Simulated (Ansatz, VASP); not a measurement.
# MgGe2: VASP beside Ansatz

File INCAR:

```
PREC     = Accurate       # precision mode
ENCUT    = 520            # plane-wave cutoff, eV
EDIFF    = 1E-6           # SCF threshold, eV
ISMEAR   = -1             # smearing method
SIGMA    = 0.05           # smearing width, eV
LREAL    = F              # projectors in reciprocal space
LASPH    = T              # aspherical terms in the spheres
NELM     = 100            # most SCF steps
ALGO     = Normal         # electronic algorithm
ISIF     = 2              # what is computed and relaxed
LWAVE    = F              # write WAVECAR
LCHARG   = F              # write CHGCAR
GGA      = PE             # functional
NBANDS   = 39             # bands
LUSENCCL = F
```

KPOINTS

```
regular mesh
0
Gamma
  8 8 5
```

Contents of POSCAR:

```
MgGe2
1.0
    5.5214850000     -1.8498460000      0.0000000000
    5.5214850000      1.8498460000      0.0000000000
   -3.2176250000      0.0000000000      6.0077740000
Ge Mg
4 2
Direct
    0.5339380000      0.5297690000      0.2994270000
    0.4660810000      0.4781670000      0.7036410000
    0.8806310000      0.8771360000      0.9876320000
    0.1191580000      0.1231920000      0.0203880000
    0.8090910000      0.8170940000      0.3520260000
    0.1787370000      0.1841300000      0.6529260000
```

Contents of input.yaml:

```yaml
crystal:
  lattice:
    - [5.521485, -1.849846, 0.0]
    - [5.521485, 1.849846, 0.0]
    - [-3.217625, 0.0, 6.007774]
  atoms:
    - { symbol: Ge, position: [0.533938, 0.529769, 0.299427] }
    - { symbol: Ge, position: [0.466081, 0.478167, 0.703641] }
    - { symbol: Ge, position: [0.880631, 0.877136, 0.987632] }
    - { symbol: Ge, position: [0.119158, 0.123192, 0.020388] }
    - { symbol: Mg, position: [0.809091, 0.817094, 0.352026] }
    - { symbol: Mg, position: [0.178737, 0.18413, 0.652926] }
hamiltonian:
  xc: pbe
  pseudopotentials: { kind: paw }
kpoints:
  mp_grid: { grid: [8, 8, 5] }
scf:
  occupations: { method: fermi_dirac, width: 0.05 }
output:
  forces: true
  stress: true
  eigenvalues: true
  write_density: true
  write_potential: true
  elf: true
  volumetric_format: npy
```

Change from the starting cell: atoms moved at random, drawn with an rms of 0.05 Å.

Alike in both runs: task single point; functional PBE; k mesh 8 × 8 × 5; occupations fermi-dirac, width 0.05 eV; no spin polarisation.

|  | VASP | Ansatz |
| --- | --- | --- |
| version | VASP 6.6.1 | Ansatz 0.2.0 |
| potentials or method | VASP PAW PBE potentials, release 64 (Ge_d, Mg) | Ansatz PAW |
| plane-wave cutoff (eV) | 520 | 420 |
| valence electrons in the cell | 60 | 76 |

Ansatz gave:

```
gap on the k mesh at the Fermi level (eV)                     : none
pressure (GPa)                                                : -0.6
traceless stress, the component that is largest in VASP (GPa) : 0.83
rms of the force components (eV/Å)                            : 0.100
```

**Question.** Which values does VASP return?

**Answer.** gap on the k mesh at the Fermi level (eV): none; pressure (GPa): -0.7; traceless stress, the component that is largest in VASP (GPa): 0.84; rms of the force components (eV/Å): 0.094.

Atom by atom the forces differ by 0.007 eV/Å (rms over components). A gap of «none» marks a metal or a gap that the smearing closes. VASP's potentials hold 60 valence electrons a cell and Ansatz's 76, so a difference there can come from the potentials and not from the codes.
